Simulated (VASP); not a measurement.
# NaCl (Fm-3m) in VASP: a series of runs

NaCl is run at these levels: LDA, PBEsol, r2SCAN; tasks: single point.

All numbers are computed with VASP 6.6.1; they aren't measurements. Logs are shortened: lines on timing, memory, paths and dates and some standing lists are left out, and cuts for length are marked.

## Step 1: The cell of the first run

Symmetry: Fm-3m, No. 225, cubic system. Conventional cell: a = 5.663 Å, b = 5.663 Å, c = 5.663 Å, α = 90.00°, β = 90.00°, γ = 90.00°. Within 3.7 Å of Na (site symmetry m-3m) lie 6 Cl at 2.83 Å. Cl (site symmetry m-3m) has 6 Na at 2.83 Å within 3.7 Å.

## Step 2: Single point, LDA

The input, INCAR:

```
SYSTEM = NaCl
PREC = Accurate ; ENCUT = 500
EDIFF = 1E-6 ; ISMEAR = -1
SIGMA = 0.03 ; LREAL = .FALSE.
LASPH = .TRUE. ; NELM = 120
ALGO = Normal ; ISIF = 2
LWAVE = .FALSE. ; LCHARG = .FALSE.
NBANDS = 14 ; GGA_COMPAT = .FALSE.
```

The input, KPOINTS:

```
Automatic mesh
0
G
  8 8 8
  0 0 0
```

The input, POSCAR:

```
NaCl
1.0
    0.0000000000      2.8317500000      2.8317500000
    2.8317500000      0.0000000000      2.8317500000
    2.8317500000      2.8317500000      0.0000000000
Na Cl
1 1
Direct
    0.0000000000      0.0000000000      0.0000000000
    0.5000000000      0.5000000000      0.5000000000
```

Potentials or basis: VASP PAW LDA potentials, release 64 (Na_pv, Cl).

The run is started by

```bash
> cat potpaw_LDA.64/Na_pv/POTCAR potpaw_LDA.64/Cl/POTCAR > POTCAR
> mpirun -np 1 vasp_std > vasp.out
```

OUTCAR:

```text
SYSTEM = NaCl
   PREC = Accurate
   ENCUT = 500
   EDIFF = 1E-6
   ISMEAR = -1
   LREAL = .FALSE.
   LASPH = .TRUE.
   NELM = 120
   ISIF = 2

 ion  position               nearest neighbor table
   1  0.000  0.000  0.000-
   2  0.500  0.500  0.500-

  LATTYP: Found a face centered cubic cell.
 ALAT       =     5.6635000000

  Lattice vectors:

 A1 = (   0.0000000000,   2.8317500000,   2.8317500000)
 A2 = (   2.8317500000,   0.0000000000,   2.8317500000)
 A3 = (   2.8317500000,   2.8317500000,   0.0000000000)

Analysis of symmetry for initial positions (statically):
=====================================================================
 Subroutine PRICEL returns:
 Original cell was already a primitive cell.

 Routine SETGRP: Setting up the symmetry group for a
 face centered cubic supercell.

 Subroutine GETGRP returns: Found 48 space group operations
 (whereof 48 operations were pure point group operations)
 out of a pool of 48 trial point group operations.

The static configuration has the point symmetry O_h .

Analysis of symmetry for dynamics (positions and initial velocities):
=====================================================================
 Subroutine PRICEL returns:
 Original cell was already a primitive cell.

 Routine SETGRP: Setting up the symmetry group for a
 face centered cubic supercell.

 Subroutine GETGRP returns: Found 48 space group operations
 (whereof 48 operations were pure point group operations)
 out of a pool of 48 trial point group operations.

The dynamic configuration has the point symmetry O_h .

 Subroutine INISYM returns: Found 48 space group operations
 (whereof 48 operations are pure point group operations),
 and found     1 'primitive' translations

----------------------------------------------------------------------------------------

                                     Primitive cell

  volume of cell :      45.4145

  direct lattice vectors                    reciprocal lattice vectors
     0.000000000  2.831750000  2.831750000    -0.176569259  0.176569259  0.176569259
     2.831750000  0.000000000  2.831750000     0.176569259 -0.176569259  0.176569259
     2.831750000  2.831750000  0.000000000     0.176569259  0.176569259 -0.176569259

  length of vectors
     4.004699255  4.004699255  4.004699255     0.305826928  0.305826928  0.305826928

  position of ions in fractional coordinates (direct lattice)
     0.000000000  0.000000000  0.000000000
     0.500000000  0.500000000  0.500000000

  ion indices of the primitive-cell ions
   primitive index   ion index
                 1           1
                 2           2

----------------------------------------------------------------------------------------

 KPOINTS: Automatic mesh

Automatic generation of k-mesh.
 Grid dimensions read from file:
 generate k-points for:    8    8    8

 Generating k-lattice:

  Cartesian coordinates                     Fractional coordinates (reciprocal lattice)
    -0.022071157  0.022071157  0.022071157     0.125000000  0.000000000  0.000000000
     0.022071157 -0.022071157  0.022071157     0.000000000  0.125000000  0.000000000
     0.022071157  0.022071157 -0.022071157     0.000000000  0.000000000  0.125000000

  Length of vectors
     0.038228366  0.038228366  0.038228366

  Shift w.r.t. Gamma in fractional coordinates (k-lattice)
     0.000000000  0.000000000  0.000000000

 Subroutine IBZKPT returns following result:
 ===========================================

 Found     29 irreducible k-points:

 Following reciprocal coordinates:
            Coordinates               Weight
  0.000000  0.000000  0.000000      1.000000
  0.125000  0.000000  0.000000      8.000000
  0.250000  0.000000  0.000000      8.000000
  0.375000  0.000000  0.000000      8.000000
  0.500000  0.000000  0.000000      4.000000
  0.125000  0.125000  0.000000      6.000000
[... 16 lines left out ...]
  0.500000  0.250000  0.125000     48.000000
 -0.375000  0.250000  0.125000     24.000000
 [... further k-points ...]
   k-points           NKPTS =     29   k-points in BZ     NKDIM =     29   number of bands    NBANDS=     14
   number of dos      NEDOS =    301   number of ions     NIONS =      2
   total plane-waves  NPLWV =  27000
   dimension x,y,z NGX =    30 NGY =   30 NGZ =   30
   dimension x,y,z NGXF=    60 NGYF=   60 NGZF=   60
   ions per type =               1   1
   NGX,Y,Z   is equivalent  to a cutoff of  12.45, 12.45, 12.45 a.u.
   NGXF,Y,Z  is equivalent  to a cutoff of  24.91, 24.91, 24.91 a.u.
 SYSTEM =  NaCl
   PREC   = accura    normal or accurate (medium, high low for compatibility)
   ISTART =      0    job   : 0-new  1-cont  2-samecut
   ICHARG =      2    charge: 1-file 2-atom 10-const
   ISPIN  =      1    spin polarized calculation?
   LNONCOLLINEAR =      F non collinear calculations
   LSORBIT =      F    spin-orbit coupling
   LASPH  =      T    aspherical Exc in radial PAW
   ENCUT  =  500.0 eV  36.75 Ry    6.06 a.u.   7.30  7.30  7.30*2*pi/ulx,y,z
   NELM   =    120;   NELMIN=  2; NELMDL= -5     # of ELM steps
   EDIFF  = 0.1E-05   stopping-criterion for ELM
   LREAL  =      F    real-space projection
   EDIFFG = 0.1E-04   stopping-criterion for IOM
   NSW    =      0    number of steps for IOM
   IBRION =     -1    ionic relax: 0-MD 1-quasi-New 2-CG
   NFREE  =      0    steps in history (QN), initial steepest desc. (CG)
   ISIF   =      2    stress and relaxation
   ISYM   =      2    0-nonsym 1-usesym 2-fastsym
   POTIM  = 0.5000    time-step for ionic-motion
   TEBEG  =    0.0;   TEEND  =   0.0 temperature during run
   PSTRESS=    0.0 pullay stress
   NELECT =      14.0000    total number of electrons
   NUPDOWN=      -1.0000    fix difference up-down
   EMIN   =  10.00;   EMAX   =-10.00  energy-range for DOS
   EFERMI =   0.00;   METHOD = LEGACY
   ISMEAR =    -1;   SIGMA  =   0.03  broadening in eV -4-tet -1-fermi 0-gaus
   EFERMI_NEDOS =   21; number of points for ismear=-14 and -15
   IALGO  =     38    algorithm
   IMIX   =      4    mixing-type and parameters
     AMIX     =   0.40;   BMIX     =  1.00
     AMIX_MAG =   1.60;   BMIX_MAG =  1.00
  volume/ion in A,a.u.               =      22.71       153.24
  Fermi-wavevector in a.u.,A,eV,Ry     =   1.105909  2.089864 16.640388  1.223034
  Thomas-Fermi vector in A             =   2.242402
   LORBIT       =      0    0 simple, 1 ext, 2 COOP (PROOUT), +10 PAW based schemes
   GGA     = CA    functional components
   LHFCALC =     F    Hartree Fock is set to
   AEXX    =    0.0000 exact exchange contribution
   IVDW    =     0    specifies the selected vdW correction
   LEPSILON=     F    determine dielectric tensor
   LRPA    =     F    only Hartree local field effects (RPA)
 non-spin polarized calculation
  energy-cutoff  :      500.00
  volume of cell :       45.41
 maximum number of plane-waves:      1174
 NGX is ok and might be reduce to    30
   NGX = 15   NGY = 15   NGZ = 15

 number of electron      14.0000000 magnetization

 Free energy of the ion-electron system (eV)
  ---------------------------------------------------
  ext. energy  EPLUGINS =         0.00000000
  ---------------------------------------------------
  free energy    TOTEN  =        -7.34724349 eV

  energy without entropy =       -7.34724349  energy(sigma->0) =       -7.34724349

 E-fermi :  -0.3705     XC(G=0):  -8.6670

 val. band max:       -1.0221515507   @ k =   0.0000   0.0000   0.0000
 cond. band min:       3.6296393766   @ k =   0.0000   0.0000   0.0000
 fundamental gap:      4.6517909273
 Fermi energy:        -0.3704708163

 k-point     1 :       0.0000    0.0000    0.0000
  band No.  band energies     occupation
      1     -21.8212      2.00000
      2     -21.8212      2.00000
      3     -21.8212      2.00000
      4     -13.5776      2.00000
      5      -1.0222      2.00000
      6      -1.0222      2.00000
      7      -1.0222      2.00000
      8       3.6296      0.00000
      9       9.8100      0.00000
     10       9.8100      0.00000
     11       9.8100      0.00000
     12      12.0237      0.00000
     13      12.0237      0.00000
     14      13.3744      0.00000

 k-point     2 :       0.1250    0.0000    0.0000
  band No.  band energies     occupation
      1     -21.8256      2.00000
      2     -21.8216      2.00000
      3     -21.8216      2.00000
      4     -13.5299      2.00000
      5      -1.4114      2.00000
      6      -1.0637      2.00000
      7      -1.0637      2.00000
      8       4.1391      0.00000
      9       9.2354      0.00000
     10       9.9992      0.00000
     11       9.9992      0.00000
     12      11.7242      0.00000
     13      11.7242      0.00000
     14      14.2796      0.00000

 k-point     3 :       0.2500    0.0000    0.0000
  band No.  band energies     occupation
      1     -21.8359      2.00000
      2     -21.8224      2.00000
      3     -21.8224      2.00000
      4     -13.4114      2.00000
      5      -2.1635      2.00000
      6      -1.1603      2.00000
      7      -1.1603      2.00000
      8       5.1261      0.00000
      9       8.6330      0.00000
     10      10.0667      0.00000
     11      10.0667      0.00000
     12      11.9226      0.00000
     13      11.9226      0.00000
     14      14.0434      0.00000

 k-point     4 :       0.3750    0.0000    0.0000
  band No.  band energies     occupation
      1     -21.8462      2.00000
      2     -21.8232      2.00000
      3     -21.8232      2.00000
      4     -13.2877      2.00000
      5      -2.7767      2.00000
      6      -1.2527      2.00000
      7      -1.2527      2.00000
      8       5.7325      0.00000
      9       8.8040      0.00000
     10       9.7617      0.00000
     11       9.7617      0.00000
     12      13.2852      0.00000
     13      13.2852      0.00000
     14      13.5460      0.00000

 k-point     5 :       0.5000    0.0000    0.0000
  band No.  band energies     occupation
      1     -21.8505      2.00000
      2     -21.8235      2.00000
      3     -21.8235      2.00000
      4     -13.2349      2.00000
      5      -3.0065      2.00000
      6      -1.2899      2.00000
      7      -1.2899      2.00000
      8       5.8447      0.00000
      9       9.1419      0.00000
     10       9.6189      0.00000
     11       9.6189      0.00000
[... 276 lines left out ...]
 k-point    22 :       0.3750    0.2500    0.1250
  band No.  band energies     occupation
      1     -21.8375      2.00000
      2     -21.8268      2.00000
      3     -21.8236      2.00000
      4     -13.3336      2.00000
      5      -2.3138      2.00000
      6      -1.5011      2.00000
      7      -1.2788      2.00000
      8       5.9824      0.00000
      9       8.0030      0.00000
     10       9.1613      0.00000
     11      10.8179      0.00000
     12      11.2505      0.00000
     13      13.4726      0.00000
     14      16.4596      0.00000

 k-point    23 :       0.5000    0.2500    0.1250
  band No.  band energies     occupation
      1     -21.8426      2.00000
      2     -21.8290      2.00000
      3     -21.8249      2.00000
      4     -13.2413      2.00000
      5      -2.6071      2.00000
      6      -1.7276      2.00000
      7      -1.3884      2.00000
      8       6.7318      0.00000
      9       8.1696      0.00000
     10       8.5632      0.00000
     11      10.5367      0.00000
     12      12.3691      0.00000
     13      14.6133      0.00000
     14      15.3181      0.00000

 k-point    24 :      -0.3750    0.2500    0.1250
  band No.  band energies     occupation
      1     -21.8448      2.00000
      2     -21.8295      2.00000
      3     -21.8257      2.00000
      4     -13.2023      2.00000
      5      -2.7248      2.00000
      6      -1.8077      2.00000
      7      -1.4429      2.00000
      8       6.9142      0.00000
      9       8.1314      0.00000
     10       8.8516      0.00000
     11      10.3524      0.00000
     12      12.9509      0.00000
     13      14.1920      0.00000
     14      15.4268      0.00000

 [... further k-points ...]

------------------------ aborting loop because EDIFF is reached ----------------------------------------

  FORCE on cell =-STRESS in cart. coord.  units (eV):
  Direction    XX          YY          ZZ          XY          YZ          ZX
  --------------------------------------------------------------------------------------
  -------------------------------------------------------------------------------------
  Total       -0.7638247     -0.7638247     -0.7638247      0.0000000     -0.0000000      0.0000000
  in kB      -26.9469461    -26.9469461    -26.9469461      0.0000000     -0.0000000      0.0000000
  external PRESSURE =     -26.9469461 kB  Pullay stress =       0.0000000 kB

 VOLUME and BASIS-vectors are now :
 -----------------------------------------------------------------------------
  energy-cutoff  :      500.00
  volume of cell :       45.41
      direct lattice vectors                 reciprocal lattice vectors
     0.000000000  2.831750000  2.831750000    -0.176569259  0.176569259  0.176569259
     2.831750000  0.000000000  2.831750000     0.176569259 -0.176569259  0.176569259
     2.831750000  2.831750000  0.000000000     0.176569259  0.176569259 -0.176569259

 POSITION                                       TOTAL-FORCE (eV/Angst)
 -----------------------------------------------------------------------------------
      0.00000      0.00000      0.00000        -0.000000      0.000000      0.000000
      2.83175      2.83175      2.83175         0.000000     -0.000000     -0.000000
 -----------------------------------------------------------------------------------
    total drift:                               -0.000000      0.000000      0.000000

  FREE ENERGIE OF THE ION-ELECTRON SYSTEM (eV)
  ---------------------------------------------------
  free  energy   TOTEN  =        -7.3472434883 eV

  energy  without entropy=       -7.3472434883  energy(sigma->0) =       -7.34724349
```

It took 13 s on 1 thread of Intel Xeon Platinum 8259CL at 2.50GHz (Skylake/Cascade Lake), shared host; peak memory 0.14 GiB.

Results:

* Free energy: -7.3472 eV
* Pressure: -2.7 GPa
* Band gap on the k mesh: 4.65 eV

(Part 1 of 2 ends here.)
